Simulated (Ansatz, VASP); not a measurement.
**Two plane-wave programs on SbP3**

The input POSCAR:

```
SbP3
1.0
    3.6961680000      2.1339840000      3.4714310000
   -3.6961680000      2.1339840000      3.4714310000
    0.0000000000     -4.2679680000      3.4714310000
Sb P
2 6
Direct
    0.2690000000      0.2690000000      0.2690000000
    0.7310000000      0.7310000000      0.7310000000
    0.7970000000      0.2520000000      0.7970000000
    0.7970000000      0.7970000000      0.2520000000
    0.2520000000      0.7970000000      0.7970000000
    0.2030000000      0.7480000000      0.2030000000
    0.7480000000      0.2030000000      0.2030000000
    0.2030000000      0.2030000000      0.7480000000
```

The input INCAR.step1:

```
SYSTEM = SbP3
PREC     = Accurate       ! precision mode
ENCUT    = 520            ! plane-wave cutoff, eV
ISMEAR   = -1             ! smearing method
SIGMA    = 0.1            ! smearing width, eV
LREAL    = .False.        ! projectors in reciprocal space
LASPH    = .True.         ! aspherical terms in the spheres
NELM     = 60             ! most SCF steps
NBANDS   = 30             ! bands
GGA      = PE             ! functional
ALGO     = Normal         ! electronic algorithm
EDIFF    = 1E-4           ! SCF threshold, eV
LWAVE    = .True.         ! write WAVECAR
LCHARG   = .False.        ! write CHGCAR
```

Contents of INCAR.step2:

```
SYSTEM = SbP3
PREC     = Accurate       ! precision mode
ENCUT    = 520            ! plane-wave cutoff, eV
EDIFF    = 1E-6           ! SCF threshold, eV
ISMEAR   = -1             ! smearing method
SIGMA    = 0.1            ! smearing width, eV
LREAL    = .False.        ! projectors in reciprocal space
LASPH    = .True.         ! aspherical terms in the spheres
NELM     = 60             ! most SCF steps
ALGO     = Normal         ! electronic algorithm
ISIF     = 2              ! what is computed and relaxed
LWAVE    = .False.        ! write WAVECAR
LCHARG   = .False.        ! write CHGCAR
METAGGA  = R2SCAN         ! meta-GGA
LMIXTAU  = .True.       
NBANDS   = 30             ! bands
ISTART   = 1
```

KPOINTS

```
regular mesh
0
Gamma
  6 6 6
  0 0 0
```

Input for Ansatz:

```yaml
crystal:
  lattice:
    - [3.696168, 2.133984, 3.471431]
    - [-3.696168, 2.133984, 3.471431]
    - [0.0, -4.267968, 3.471431]
  atoms:
    - { symbol: Sb, position: [0.269, 0.269, 0.269] }
    - { symbol: Sb, position: [0.731, 0.731, 0.731] }
    - { symbol: P, position: [0.797, 0.252, 0.797] }
    - { symbol: P, position: [0.797, 0.797, 0.252] }
    - { symbol: P, position: [0.252, 0.797, 0.797] }
    - { symbol: P, position: [0.203, 0.748, 0.203] }
    - { symbol: P, position: [0.748, 0.203, 0.203] }
    - { symbol: P, position: [0.203, 0.203, 0.748] }
  symmetry: { tolerance: 0.0003 }
kpoints:
  mp_grid: { grid: [6, 6, 6], shift: [0, 0, 0] }
  band_path:
    path:
      - [0.0, 0.0, 0.0]
      - [0.5, 0.5, 0.5]
      - [0.58140681, 0.41859319, 0.5]
      - [0.5, -0.41859319, 0.41859319]
      - [0.5, 0.0, 0.0]
      - [0.0, 0.0, 0.0]
      - [0.4592966, -0.4592966, 0.0]
      - [0.5407034, 0.0, 0.4592966]
      - [0.5, 0.0, 0.5]
      - [0.0, 0.0, 0.0]
    npoints: 6
magnetization:
  spin_polarized: false
scf:
  occupations: { method: fermi_dirac }
  lower_state_search: "off"
  max_iter: 200
hamiltonian:
  pseudopotentials: { kind: paw }
  xc: r2scan
basis:
  ecutwfc: 500
  fft_grid_basis: typed
output:
  forces: true
  stress: true
  eigenvalues: true
  bader: true
  populations: true
  elf: true
  write_potential: true
  volumetric_format: npy
  dos:
    e_range: [-12, 8]
    de: 0.05
    projected: { site_lists: { P: [P], Sb: [Sb] } }
checkpoint:
  read: saved_state
```

Alike in both runs: task single point; functional r2SCAN; k mesh 6 × 6 × 6; no spin polarisation.

|  | VASP | Ansatz |
| --- | --- | --- |
| version | VASP 6.6.1 | Ansatz 0.2.0 |
| potentials or method | VASP PAW PBE potentials, release 64 (Sb, P), cutoff 520 eV | PAW plane waves |
| occupations | fermi-dirac, width 0.1 eV | fermi-dirac |
| valence electrons in the cell | 40 | 60 |

```csv
,VASP,Ansatz,Ansatz less VASP
pressure (GPa),4.2,4.4,+0.25
"traceless stress, the component that is largest in VASP (GPa)",-0.11,-0.14,-0.025
rms of the force components (eV/Å),0.336,0.355,+0.0193
```

VASP's potentials were made for PBE, not for r2SCAN. Atom by atom the forces differ by 0.051 eV/Å (rms over components). VASP's potentials hold 40 valence electrons a cell and Ansatz's 60, so a difference there can come from the potentials and not from the codes.

Spin-orbit coupling is off throughout.
